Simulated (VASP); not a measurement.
# NiO (Fm-3m) in VASP: notebook

NiO is run at these levels: PBE+U; tasks: single point.

Everything below comes from runs of VASP 6.6.1. Logs are shortened: lines on timing, memory, paths and dates and some standing lists are left out, and cuts for length are marked.

## (1) The cell of the first run

The structure is cubic, space group Fm-3m (No. 225). Conventional cell: a = 4.268 Å, b = 4.268 Å, c = 4.268 Å, α = 90.00°, β = 90.00°, γ = 90.00°. Ni (site symmetry m-3m) has 6 O at 2.13 Å within 2.8 Å. Within 2.8 Å of O (site symmetry m-3m) lie 6 Ni at 2.13 Å.

## (2) Single point, PBE+U, collinear spin, antiferromagnetic start

Contents of INCAR:

```
PREC     = Accurate       # precision mode
ENCUT    = 520            # plane-wave cutoff, eV
EDIFF    = 1E-6           # SCF threshold, eV
ISMEAR   = 0              # smearing method
SIGMA    = 0.05           # smearing width, eV
LREAL    = F              # projectors in reciprocal space
LASPH    = T              # aspherical terms in the spheres
NELM     = 150            # most SCF steps
ALGO     = Normal         # electronic algorithm
ISIF     = 2              # what is computed and relaxed
LWAVE    = F              # write WAVECAR
LCHARG   = F              # write CHGCAR
ISPIN    = 2              # spin polarisation
MAGMOM   = 2 -2 0 0       # initial moments
LORBIT   = 11             # projections on sites
LMAXMIX  = 4              # l up to which the mixer works
LDAU     = T              # DFT+U
LDAUTYPE = 2            
LDAUL    = 2 -1           # shell
LDAUU    = 6.2 0          # U, eV
LDAUJ    = 0 0          
LDAUPRINT= 1            
GGA      = PE             # functional
NBANDS   = 28             # bands
```

Contents of KPOINTS:

```
regular mesh
0
Gamma
  5 5 3
```

Contents of POSCAR:

```
NiO
1.0
    0.0000000000      2.1337897282     -2.1337897282
    0.0000000000      2.1337897282      2.1337897282
    4.2675794564      0.0000000000      0.0000000000
Ni O
2 2
Direct
    0.0000000000      0.0000000000      0.0000000000
    0.5000000000      0.5000000000      0.5000000000
    0.0000000000      1.0000000000      0.5000000000
    0.5000000000      1.5000000000      1.0000000000
```

Potentials or basis: VASP PAW PBE potentials, release 64 (Ni, O).

Run with:

```console
$ cat potpaw_PBE.64/Ni/POTCAR potpaw_PBE.64/O/POTCAR > POTCAR
$ mpirun -np 1 vasp_std > vasp.out
```

OUTCAR:

```text
PREC = Accurate
   ENCUT = 520
   EDIFF = 1E-6
   ISMEAR = 0
   LREAL = F
   LASPH = T
   NELM = 150
   ISIF = 2
   ISPIN = 2
   LORBIT = 11
   GGA = PE

 ion  position               nearest neighbor table
   1  0.000  0.000  0.000-   3 2.13   4 2.13   3 2.13   4 2.13   4 2.13   4 2.13   2 3.02   2 3.02
                             2 3.02   2 3.02   2 3.02   2 3.02   2 3.02   2 3.02
   2  0.500  0.500  0.500-   3 2.13   4 2.13   4 2.13   3 2.13   3 2.13   3 2.13   1 3.02   1 3.02
                             1 3.02   1 3.02   1 3.02   1 3.02   1 3.02   1 3.02
   3  0.000  0.000  0.500-   1 2.13   2 2.13   1 2.13   2 2.13   2 2.13   2 2.13
   4  0.500  0.500  0.000-   1 2.13   2 2.13   2 2.13   1 2.13   1 2.13   1 2.13

  LATTYP: Found a simple tetragonal cell.
 ALAT       =     3.0176343729
 C/A-ratio  =     1.4142135624

  Lattice vectors:

 A1 = (   0.0000000000,   2.1337897282,  -2.1337897282)
 A2 = (   0.0000000000,   2.1337897282,   2.1337897282)
 A3 = (   4.2675794564,   0.0000000000,   0.0000000000)

Analysis of symmetry for initial positions (statically):
=====================================================================
 Subroutine PRICEL returns following result:

  LATTYP: Found a face centered cubic cell.
 ALAT       =     4.2675794564
[... 12 lines left out ...]
 Subroutine GETGRP returns: Found 16 space group operations
 (whereof 16 operations were pure point group operations)
 out of a pool of 16 trial point group operations.

The static configuration has the point symmetry D_4h.

Analysis of symmetry for dynamics (positions and initial velocities):
=====================================================================
 Subroutine PRICEL returns following result:

  LATTYP: Found a face centered cubic cell.
 ALAT       =     4.2675794564
[... 12 lines left out ...]
 Subroutine GETGRP returns: Found 16 space group operations
 (whereof 16 operations were pure point group operations)
 out of a pool of 16 trial point group operations.

The dynamic configuration has the point symmetry D_4h.

Analysis of structural, dynamic, and magnetic symmetry:
=====================================================================
 Subroutine PRICEL returns following result:

  LATTYP: Found a face centered cubic cell.
 ALAT       =     4.2675794564
[... 12 lines left out ...]
 Subroutine GETGRP returns: Found 16 space group operations
 (whereof 16 operations were pure point group operations)
 out of a pool of 16 trial point group operations.

The overall configuration has the point symmetry D_4h.

 Subroutine INISYM returns: Found 16 space group operations
 (whereof 16 operations are pure point group operations),
 and found     2 'primitive' translations

----------------------------------------------------------------------------------------

                                     Primitive cell

  volume of cell :      19.4305

  direct lattice vectors                    reciprocal lattice vectors
    -2.133789728 -2.133789728  0.000000000    -0.234324870 -0.234324870  0.234324870
    -2.133789728  0.000000000 -2.133789728    -0.234324870  0.234324870 -0.234324870
     0.000000000 -2.133789728 -2.133789728     0.234324870 -0.234324870 -0.234324870

  length of vectors
     3.017634373  3.017634373  3.017634373     0.405862580  0.405862580  0.405862580

  position of ions in fractional coordinates (direct lattice)
     0.000000000  0.000000000  0.000000000
     0.500000000  0.500000000  0.500000000

[... 132 lines left out ...]
  o =  0.9804  v =  0.0000  0.0000  0.0000  0.0000  0.0000  0.0000 -0.0000 -0.0000 -1.0000  0.0000      0.0000  0.0000  0.0000  0.0000  0.0000  0.0000  0.0000  0.0000  0.0000  0.0000
  o =  0.9804  v =  0.0000  0.0000  0.0000  0.0000  0.0000  1.0000  0.0000  0.0000  0.0000  0.0000      0.0000  0.0000  0.0000  0.0000  0.0000  0.0000  0.0000  0.0000  0.0000  0.0000
  o =  0.9804  v =  0.0000  0.0000  0.0000  0.0000  0.0000  0.0000  1.0000 -0.0000 -0.0000 -0.0000      0.0000  0.0000  0.0000  0.0000  0.0000  0.0000  0.0000  0.0000  0.0000  0.0000
  o =  0.9820  v =  0.0000 -1.0000 -0.0000 -0.0000  0.0000  0.0000  0.0000  0.0000  0.0000  0.0000      0.0000  0.0000  0.0000  0.0000  0.0000  0.0000  0.0000  0.0000  0.0000  0.0000
  o =  0.9822  v =  0.0000 -0.0000 -0.0000  1.0000  0.0000  0.0000  0.0000  0.0000  0.0000  0.0000      0.0000  0.0000  0.0000  0.0000  0.0000  0.0000  0.0000  0.0000  0.0000  0.0000
  o =  0.9822  v =  1.0000  0.0000  0.0000  0.0000  0.0000  0.0000  0.0000  0.0000  0.0000  0.0000      0.0000  0.0000  0.0000  0.0000  0.0000  0.0000  0.0000  0.0000  0.0000  0.0000
  o =  1.0281  v =  0.0000  0.0000 -0.5000 -0.0000  0.8660  0.0000  0.0000  0.0000  0.0000  0.0000      0.0000  0.0000  0.0000  0.0000  0.0000  0.0000  0.0000  0.0000  0.0000  0.0000
  o =  1.0282  v =  0.0000 -0.0000  0.8660  0.0000  0.5000  0.0000  0.0000  0.0000  0.0000  0.0000      0.0000  0.0000  0.0000  0.0000  0.0000  0.0000  0.0000  0.0000  0.0000  0.0000

atom =   2  type =  1  l = 2

 onsite density matrix

spin component  1

  0.9804  0.0000  0.0000  0.0000 -0.0000
  0.0000  0.9804 -0.0000 -0.0000 -0.0000
  0.0000 -0.0000  0.1251 -0.0000  0.0011
  0.0000 -0.0000 -0.0000  0.9804  0.0000
 -0.0000 -0.0000  0.0011  0.0000  0.1238

spin component  2

  0.9822  0.0000 -0.0000  0.0000  0.0000
  0.0000  0.9820  0.0000 -0.0000  0.0000
 -0.0000  0.0000  1.0282  0.0000  0.0000
  0.0000 -0.0000  0.0000  0.9822 -0.0000
  0.0000  0.0000  0.0000 -0.0000  1.0282

 occupancies and eigenvectors

  o =  0.1231  v =  0.0000  0.0000  0.5000  0.0000 -0.8660  0.0000  0.0000  0.0000  0.0000  0.0000      0.0000  0.0000  0.0000  0.0000  0.0000  0.0000  0.0000  0.0000  0.0000  0.0000
  o =  0.1258  v =  0.0000 -0.0000 -0.8660  0.0000 -0.5000  0.0000  0.0000  0.0000  0.0000  0.0000      0.0000  0.0000  0.0000  0.0000  0.0000  0.0000  0.0000  0.0000  0.0000  0.0000
  o =  0.9804  v =  0.0000 -0.0000  0.0000 -1.0000 -0.0000  0.0000  0.0000  0.0000  0.0000  0.0000      0.0000  0.0000  0.0000  0.0000  0.0000  0.0000  0.0000  0.0000  0.0000  0.0000
  o =  0.9804  v =  1.0000  0.0000  0.0000  0.0000  0.0000  0.0000  0.0000  0.0000  0.0000  0.0000      0.0000  0.0000  0.0000  0.0000  0.0000  0.0000  0.0000  0.0000  0.0000  0.0000
  o =  0.9804  v =  0.0000  1.0000 -0.0000 -0.0000 -0.0000  0.0000  0.0000  0.0000  0.0000  0.0000      0.0000  0.0000  0.0000  0.0000  0.0000  0.0000  0.0000  0.0000  0.0000  0.0000
  o =  0.9820  v =  0.0000  0.0000  0.0000  0.0000  0.0000  0.0000  1.0000 -0.0000  0.0000 -0.0000      0.0000  0.0000  0.0000  0.0000  0.0000  0.0000  0.0000  0.0000  0.0000  0.0000
  o =  0.9822  v =  0.0000  0.0000  0.0000  0.0000  0.0000  0.0000  0.0000  0.0000 -1.0000 -0.0000      0.0000  0.0000  0.0000  0.0000  0.0000  0.0000  0.0000  0.0000  0.0000  0.0000
  o =  0.9822  v =  0.0000  0.0000  0.0000  0.0000  0.0000  1.0000  0.0000  0.0000  0.0000  0.0000      0.0000  0.0000  0.0000  0.0000  0.0000  0.0000  0.0000  0.0000  0.0000  0.0000
  o =  1.0281  v =  0.0000  0.0000  0.0000  0.0000  0.0000  0.0000 -0.0000 -0.5000 -0.0000  0.8660      0.0000  0.0000  0.0000  0.0000  0.0000  0.0000  0.0000  0.0000  0.0000  0.0000
  o =  1.0282  v =  0.0000  0.0000  0.0000  0.0000  0.0000  0.0000  0.0000  0.8660 -0.0000  0.5000      0.0000  0.0000  0.0000  0.0000  0.0000  0.0000  0.0000  0.0000  0.0000  0.0000

 number of electron      31.9999984 magnetization       0.0000000

 Free energy of the ion-electron system (eV)
  ---------------------------------------------------
  ext. energy  EPLUGINS =         0.00000000
  ---------------------------------------------------
  free energy    TOTEN  =       -20.26402920 eV

  energy without entropy =      -20.26402920  energy(sigma->0) =      -20.26402920

 E-fermi :   6.1456     XC(G=0): -12.2730

 val. band max:        5.8402951438   @ k =   0.4000   0.0000   0.3333
 cond. band min:       8.4581550483   @ k =   0.0000   0.0000   0.0000
 fundamental gap:      2.6178599045
 Fermi energy:         6.1455857213

 spin component 1

 k-point     1 :       0.0000    0.0000    0.0000
  band No.  band energies     occupation
      1     -12.2065      1.00000
      2     -10.9293      1.00000
      3      -0.0337      1.00000
      4       0.2806      1.00000
      5       0.6070      1.00000
      6       1.0433      1.00000
[... 361 lines left out ...]
     27      24.8795      0.00000
     28      25.2392      0.00000
 Fermi energy:         6.1455857213

 spin component 2

 k-point     1 :       0.0000    0.0000    0.0000
  band No.  band energies     occupation
      1     -12.2065      1.00000
      2     -10.9293      1.00000
      3      -0.0337      1.00000
      4       0.2806      1.00000
      5       0.6070      1.00000
      6       1.0433      1.00000
[... 361 lines left out ...]
     27      24.8795      0.00000
     28      25.2392      0.00000

------------------------ aborting loop because EDIFF is reached ----------------------------------------

  FORCE on cell =-STRESS in cart. coord.  units (eV):
  Direction    XX          YY          ZZ          XY          YZ          ZX
  --------------------------------------------------------------------------------------
  -------------------------------------------------------------------------------------
  Total       -1.9424606     -1.9563179     -1.9563179      0.0000000      0.0000000      0.0000000
  in kB      -80.0844026    -80.6557158    -80.6557158      0.0000000      0.0000000      0.0000000
  external PRESSURE =     -80.4652781 kB  Pullay stress =       0.0000000 kB

 VOLUME and BASIS-vectors are now :
 -----------------------------------------------------------------------------
  energy-cutoff  :      520.00
  volume of cell :       38.86
      direct lattice vectors                 reciprocal lattice vectors
     0.000000000  2.133789728 -2.133789728     0.000000000  0.234324870 -0.234324870
     0.000000000  2.133789728  2.133789728     0.000000000  0.234324870  0.234324870
     4.267579456  0.000000000  0.000000000     0.234324870  0.000000000  0.000000000

 POSITION                                       TOTAL-FORCE (eV/Angst)
 -----------------------------------------------------------------------------------
      0.00000      0.00000      0.00000        -0.000000     -0.000000     -0.000000
      2.13379      2.13379      0.00000        -0.000000      0.000000     -0.000000
      2.13379      0.00000      0.00000        -0.000000     -0.000000      0.000000
      0.00000      2.13379      0.00000         0.000000      0.000000      0.000000
 -----------------------------------------------------------------------------------
    total drift:                               -0.000000     -0.000000     -0.000000

  FREE ENERGIE OF THE ION-ELECTRON SYSTEM (eV)
  ---------------------------------------------------
  free  energy   TOTEN  =       -20.2640291982 eV

  energy  without entropy=      -20.2640291982  energy(sigma->0) =      -20.26402920

 total charge

# of ion       s       p       d       tot
------------------------------------------
    1        0.326   0.380   8.168   8.874
    2        0.326   0.380   8.168   8.874
    3        1.548   3.450   0.000   4.998
    4        1.548   3.450   0.000   4.998
--------------------------------------------------
tot          3.749   7.660  16.336  27.745

 magnetization (x)

# of ion       s       p       d       tot
------------------------------------------
    1        0.015   0.015   1.810   1.840
    2       -0.015  -0.015  -1.810  -1.840
    3       -0.005  -0.051   0.000  -0.056
    4        0.005   0.051   0.000   0.056
--------------------------------------------------
tot          0.000   0.000   0.000   0.000
```

It took 12 s on 1 thread of Intel Xeon 6975P-C (Granite Rapids), shared host; peak memory 0.16 GiB.

Results:

```yaml
Free_energy: -20.2640 eV
Pressure: -8.0 GPa
Band_gap_on_the_k_mesh: 2.62 eV
Net_moment: 0.00 μB per cell
Site_moments: Ni +1.84, -1.84; O -0.06, +0.06 μB
Valence_electrons_inside_the_program's_atomic_spheres: Ni 8.87; O 5.00
```

Eigenvalues of the final occupation matrices:
| site | spin | trace | eigenvalues |
| --- | --- | --- | --- |
| site 1 d | 1 | 5.00 | 0.98 0.98 0.98 1.03 1.03 |
| site 1 d | 2 | 3.19 | 0.12 0.13 0.98 0.98 0.98 |
| site 2 d | 1 | 3.19 | 0.12 0.13 0.98 0.98 0.98 |
| site 2 d | 2 | 5.00 | 0.98 0.98 0.98 1.03 1.03 |

Caveat: the k points lie up to 0.49 Å⁻¹ apart; an odd mesh through Γ misses points on the zone boundary, where band edges can lie. The state reached can hang on the start; a lower one may exist.

## (3) Single point, PBE+U, collinear spin, ferromagnetic start (9.72 Å³/atom)

Contents of INCAR:

```
SYSTEM = NiO
  PREC = Accurate
  ENCUT = 520
  EDIFF = 1E-6
  ISMEAR = 0
  SIGMA = 0.05
  LREAL = .False.
  LASPH = .True.
  NELM = 150
  ALGO = Normal
  ISIF = 2
  LWAVE = .False.
  LCHARG = .True.
  ISPIN = 2
  MAGMOM = 1.91 0.21
  LORBIT = 11
  LMAXMIX = 4
  LDAU = .True.
  LDAUTYPE = 2
  LDAUL = 2 -1
  LDAUU = 6.2 0
  LDAUJ = 0 0
  LDAUPRINT = 1
  GGA = PE
  LELF = .True.
  LVHAR = .True.
  NBANDS = 19
```

Contents of KPOINTS:

```
Automatic mesh
0
Gamma
  10 10 10
  0 0 0
```

Contents of POSCAR:

```
NiO
1.0
    0.0000000000      2.1337897282      2.1337897282
    2.1337897282      0.0000000000      2.1337897282
    2.1337897282      2.1337897282      0.0000000000
Ni O
1 1
Direct
    0.0000000000      0.0000000000      0.0000000000
    0.5000000000      0.5000000000      0.5000000000
```

Potentials or basis: VASP PAW PBE potentials, release 64 (Ni, O).

Run with:

```console
$ cat potpaw_PBE.64/Ni/POTCAR potpaw_PBE.64/O/POTCAR > POTCAR
$ mpirun -np 1 vasp_std > vasp.out
```

Run time: 14 s. Hardware: 1 thread of Intel Xeon 6975P-C (Granite Rapids), shared host; peak memory 0.16 GiB.

The run converged. Its results:

* Free energy: -10.1419 eV
* Pressure: -8.2 GPa
* Band gap on the k mesh: 2.36 eV (least direct gap 3.14 eV)
* Net moment: 2.00 μB per cell
* Site moments: Ni +1.83; O +0.16 μB
* Valence electrons inside the program's atomic spheres: Ni 8.88; O 5.00

Levels at points of the mesh, in eV from the valence-band top:
Spin up:
| k point | band 5 | band 6 | band 7 | band 8 | band 9 | band 10 | band 11 | band 12 | band 13 | band 14 |
| --- | --- | --- | --- | --- | --- | --- | --- | --- | --- | --- |
| (0.00, 0.00, 0.00) | -4.94 | -4.94 | -1.18 | -1.18 | -1.18 | 2.36 | 17.57 | 17.57 | 17.57 | 18.77 |
| (0.50, 0.00, 0.00) | -4.51 | -4.51 | -3.11 | 0.00 | 0.00 | 6.59 | 10.54 | 14.57 | 14.57 | 20.14 |
| (0.50, 0.50, 0.00) | -5.02 | -4.22 | -4.22 | -2.46 | -2.46 | 6.63 | 11.38 | 11.51 | 17.00 | 17.00 |
Spin down:
```tsv
k point	band 5	band 6	band 7	band 8	band 9	band 10
(0.00, 0.00, 0.00)	-0.85	-0.85	-0.85	2.62	2.62	2.71
(0.50, 0.00, 0.00)	-2.24	-1.79	-1.79	4.73	4.73	6.76
(0.50, 0.50, 0.00)	-3.15	-2.15	-2.15	3.03	3.37	7.27
```

Eigenvalues of the final occupation matrices:
| site | spin | trace | eigenvalues |
| --- | --- | --- | --- |
| site 1 d | 1 | 5.00 | 0.98 0.98 0.98 1.03 1.03 |
| site 1 d | 2 | 3.20 | 0.13 0.13 0.98 0.98 0.98 |

Caveat: the cell stands under tension; a cell with one magnetic atom can't hold antiferromagnetic order, which such compounds often take.

## (4) Single point, PBE+U, collinear spin, ferromagnetic start (9.94 Å³/atom)

INCAR, as its differences from that of step 3:

```diff
@@ -14,3 +14,3 @@
   ISPIN = 2
-  MAGMOM = 1.91 0.21
+  MAGMOM = 1.92 0.21
   LORBIT = 11
```

Contents of KPOINTS:

```
regular mesh
0
Gamma
  10 10 10
  0 0 0
```

Contents of POSCAR:

```
NiO
1.0
    0.0000000000      2.1503693131      2.1503693131
    2.1503693131      0.0000000000      2.1503693131
    2.1503693131      2.1503693131      0.0000000000
Ni O
1 1
Direct
    0.0000000000      0.0000000000      0.0000000000
    0.5000000000      0.5000000000      0.5000000000
```

Run with:

```console
$ cat potpaw_PBE.64/Ni/POTCAR potpaw_PBE.64/O/POTCAR > POTCAR
$ mpirun -np 1 vasp_std > vasp.out
```

Wall time 14 s (1 thread of Intel Xeon 6975P-C (Granite Rapids), shared host); peak memory 0.16 GiB.

Results (log left out):

```
Free energy                                           : -10.1145 eV
Pressure                                              : -11.4 GPa
Band gap on the k mesh                                : 2.23 eV (least direct gap 3.01 eV)
Net moment                                            : 2.00 μB per cell
Site moments                                          : Ni +1.83; O +0.16 μB
Valence electrons inside the program's atomic spheres : Ni 8.84; O 4.99
```

Levels at points of the mesh, in eV from the valence-band top:
Spin up:
```csv
k point,band 7,band 8,band 9,band 10,band 11,band 12
"(0.00, 0.00, 0.00)",-1.10,-1.10,-1.10,2.23,17.45,17.45
"(0.50, 0.00, 0.00)",-3.11,0.00,0.00,6.52,10.32,14.41
"(0.50, 0.50, 0.00)",-4.24,-2.35,-2.35,6.47,11.33,11.35
```
Spin down:
```csv
k point,band 5,band 6,band 7,band 8,band 9,band 10
"(0.00, 0.00, 0.00)",-0.78,-0.78,-0.78,2.57,2.64,2.64
"(0.50, 0.00, 0.00)",-2.25,-1.72,-1.72,4.67,4.67,6.70
"(0.50, 0.50, 0.00)",-3.17,-2.05,-2.05,3.04,3.34,7.12
```

Eigenvalues of the final occupation matrices:
| site | spin | trace | eigenvalues |
| --- | --- | --- | --- |
| site 1 d | 1 | 4.99 | 0.98 0.98 0.98 1.02 1.02 |
| site 1 d | 2 | 3.19 | 0.12 0.12 0.98 0.98 0.98 |

Caveat: the cell stands under tension; a cell with one magnetic atom can't hold antiferromagnetic order, which such compounds often take. The state reached can hang on the start; a lower one may exist.

## (5) The runs side by side

| spin | cell | k mesh | gap on the mesh (eV) | pressure (GPa) | moment (μB) |
| --- | --- | --- | --- | --- | --- |
| collinear, antiferromagnetic start | a = 3.018, b = 3.018, c = 4.268 Å, 4 atoms, atomic positions A | 5 × 5 × 3 | 2.62 | -8.0 | 0.00 |
| collinear, ferromagnetic start | a = 3.018 Å, angles 60.0°, 2 atoms, atomic positions B | 10 × 10 × 10 | 2.36 | -8.2 | 2.00 |
| collinear, ferromagnetic start | a = 3.041 Å, angles 60.0°, 2 atoms, atomic positions B | 10 × 10 × 10 | 2.23 | -11.4 | 2.00 |

Alike in all rows: task single point; level PBE+U; potentials or basis VASP PAW PBE potentials, release 64 (Ni, O); Ni d U = 6.2 eV; cutoff (eV) 520; smearing gaussian 0.05 eV.

Caveats: some runs use coarse meshes; the cell stands under tension (at least some runs); a cell with one magnetic atom can't hold antiferromagnetic order, which such compounds often take (at least some runs); an odd mesh through Γ misses points on the zone boundary, where band edges can lie (at least some runs).

Absolute energies hang on the potentials; compare differences alone.
